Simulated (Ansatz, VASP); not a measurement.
# Two plane-wave programs on ZnSnN2

File POSCAR:

```
ZnSnN2
1.0
    1.5520134280      0.8960553704      5.0468211227
   -1.5520134280      0.8960553704      5.0468211227
    0.0000000000     -1.7921107409      5.0468211227
Zn Sn N
1 1 2
Direct
    1.0000000000      0.0000000000      0.0000000000
    0.5000000000      0.5000000000      0.5000000000
    0.2475824754      0.2475824754      0.2475824754
    0.7524175246      0.7524175246      0.7524175246
```

The input INCAR.step1:

```
PREC = Accurate
ENCUT = 520
ISMEAR = 0
SIGMA = 0.01
LREAL = F
LASPH = T
NELM = 100
NBANDS = 26
GGA = PE
ALGO = Normal
EDIFF = 1E-4
LWAVE = T
LCHARG = F
```

The input INCAR.step2:

```
PREC = Accurate
ENCUT = 520
EDIFF = 1E-6
ISMEAR = 0
SIGMA = 0.01
LREAL = F
LASPH = T
NELM = 100
ALGO = Normal
ISIF = 2
LWAVE = F
LCHARG = F
METAGGA = R2SCAN
LMIXTAU = T
NBANDS = 26
ISTART = 1
```

KPOINTS

```
regular mesh
0
Gamma
  10 10 10
```

Input for Ansatz:

```yaml
crystal:
  lattice:
    - [1.552013428, 0.8960553704, 5.0468211227]
    - [-1.552013428, 0.8960553704, 5.0468211227]
    - [0.0, -1.7921107409, 5.0468211227]
  atoms:
    - { symbol: Zn, position: [1.0, 0.0, 0.0] }
    - { symbol: Sn, position: [0.5, 0.5, 0.5] }
    - { symbol: "N", position: [0.2475824754, 0.2475824754, 0.2475824754] }
    - { symbol: "N", position: [0.7524175246, 0.7524175246, 0.7524175246] }
kpoints:
  mp_grid: { grid: [10, 10, 10] }
  band_path:
    path:
      - [0.0, 0.0, 0.0]
      - [0.5, 0.5, 0.5]
      - [0.8123176938, 0.1876823062, 0.5]
      - [0.5, -0.1876823062, 0.1876823062]
      - [0.5, 0.0, 0.0]
      - [0.3438411531, -0.3438411531, 0.0]
      - [0.6561588469, 0.0, 0.3438411531]
      - [0.5, 0.0, 0.5]
      - [-0.036458, 0.182292, -0.21875]
      - [0.0, 0.5, 0.5]
    npoints: 1
hamiltonian:
  xc: r2scan
scf:
  occupations: { method: fixed }
  n_extra_bands: 5
output:
  forces: true
  stress: true
  eigenvalues: true
  write_density: true
  write_potential: true
  elf: true
  volumetric_format: npy
```

Change from the starting cell: hydrostatic strain -2.0%.

Alike in both runs: task single point; functional r2SCAN; k mesh 10 × 10 × 10; no spin polarisation.

|  | VASP | Ansatz |
| --- | --- | --- |
| version | VASP 6.6.1 | Ansatz 0.2.0 |
| potentials or method | VASP PAW PBE potentials, release 64 (Zn, Sn_d, N) | plane waves, PAW |
| plane-wave cutoff (eV) | 520 | 500 |
| occupations | gaussian, width 0.01 eV | fixed |
| valence electrons in the cell | 36 | 36 |

```tsv
	VASP	Ansatz	Ansatz less VASP
gap on the k mesh at the Fermi level (eV)	1.55	1.55	+0.002
pressure (GPa)	14.5	13.3	-1.14
traceless stress, the component that is largest in VASP (GPa)	-1.12	-1.14	-0.021
rms of the force components (eV/Å)	0.007	0.001	-0.0064
```

VASP's potentials were made for PBE, not for r2SCAN. Atom by atom the forces differ by 0.006 eV/Å (rms over components).
